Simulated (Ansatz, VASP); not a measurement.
# One calculation of Si4BN3, two programs

```
Si B N
1.0
     4.37177    0.00000    0.00000
     0.00000    4.37177    0.00000
     0.00000    0.00000    4.37177
Si B N
4 1 3
Direct
  0.74264 0.25736 0.74264
  0.74264 0.74264 0.25736
  0.25736 0.25736 0.25736
  0.25736 0.74264 0.74264
  0.00000 0.00000 0.00000
  0.50000 0.50000 0.00000
  0.50000 0.00000 0.50000
  0.00000 0.50000 0.50000
```

Alike in both runs: task relaxation of cell and atoms; functional PBE; k mesh 8 × 8 × 8; occupations gaussian, width 0.1 eV; no spin polarisation.

|  | VASP | Ansatz |
| --- | --- | --- |
| version | VASP 6.6.1 | Ansatz 0.2.0 |
| potentials or method | VASP PAW PBE potentials, release 64 (Si, B, N), cutoff 600 eV | scalar-relativistic, plane waves, PAW |
| valence electrons in the cell | 34 | 34 |

|  | VASP | Ansatz | Ansatz less VASP |
| --- | --- | --- | --- |
| gap on the k mesh at the Fermi level, each at its own relaxed structure (eV) | none | none | - |
| relaxed volume (Å³/atom) | 10.38 | 10.39 | +0.016 |
| relaxed length of the cell vector where the two differ most in proportion (Å) | 4.362 | 4.365 | +0.0023 |

A gap of «none» marks a metal or a gap that the smearing closes.
